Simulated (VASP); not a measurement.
Set up this calculation in VASP 6.6.1, as the native input.

* Task: single point
* Functional: LDA
* Potentials or basis: VASP PAW LDA potentials, release 64 (Sc_sv, Rh_pv, Te)
* Cutoff: 520 eV
* k mesh: 3 × 3 × 5
* Occupations: fermi-dirac, width 0.1 eV
* Spin: no spin polarisation
* Dipole correction: no
* Further INCAR settings: ALGO = Normal; EDIFF = 1e-07; NBANDS = 56

The structure of Sc6Te2Rh lies in POSCAR:

```
Sc6Te2Rh
1.0
    3.7835720000      6.7064570000      0.0376410000
   -3.8134330000      6.7236980000     -0.0804960000
    0.0587460000     -0.0123040000      3.8809050000
Sc Rh Te
6 1 2
Direct
    0.2392420000      0.7581270000      0.9773200000
    0.7732090000      0.9820900000      0.0455610000
    0.0061580000      0.2680870000      0.9492020000
    0.5665030000      0.3944700000      0.4557320000
    0.3891120000      0.0668500000      0.4638620000
    0.0206850000      0.5759350000      0.4765170000
    0.0132590000      0.0078780000      0.6019520000
    0.3135380000      0.3593130000      0.9638080000
    0.6645720000      0.6592520000      0.9539400000
```

These files were run (other wordings do the same):

INCAR

```
SYSTEM = Sc6Te2Rh
ALGO     = Normal         ! electronic algorithm
EDIFF    = 1E-7           ! SCF threshold, eV
ENCUT    = 520            ! plane-wave cutoff, eV
ISIF     = 2              ! what is computed and relaxed
ISMEAR   = -1             ! smearing method
LASPH    = .True.         ! aspherical terms in the spheres
LCHARG   = .False.        ! write CHGCAR
LREAL    = .False.        ! projectors in reciprocal space
LWAVE    = .False.        ! write WAVECAR
NBANDS   = 56             ! bands
NELM     = 60             ! most SCF steps
PREC     = Accurate       ! precision mode
SIGMA    = 0.1            ! smearing width, eV
```

KPOINTS

```
k-points
0
Gamma
  3 3 5
  0 0 0
```

Potentials or basis: VASP PAW LDA potentials, release 64 (Sc_sv, Rh_pv, Te).

Run with:

```sh
$ cat potpaw_LDA.64/Sc_sv/POTCAR potpaw_LDA.64/Rh_pv/POTCAR potpaw_LDA.64/Te/POTCAR > POTCAR
$ mpirun -np 1 vasp_std > vasp.out
```

It gave:

| Quantity | Value |
| --- | --- |
| Pressure | -1.1 GPa |
| Largest force | 2.592 eV/Å |
| Band gap on the k mesh | zero (an odd number of electrons rules out a gap without spin polarisation) |

Caveat: spin-orbit coupling is left out, which moves the levels of the heavy elements; forces of over 1 eV/Å act on the atoms, so gaps and moduli don't describe the material at rest.

Run time: 14 min on 1 thread of Intel Xeon 8259CL (shared host), peak memory 0.39 GiB.
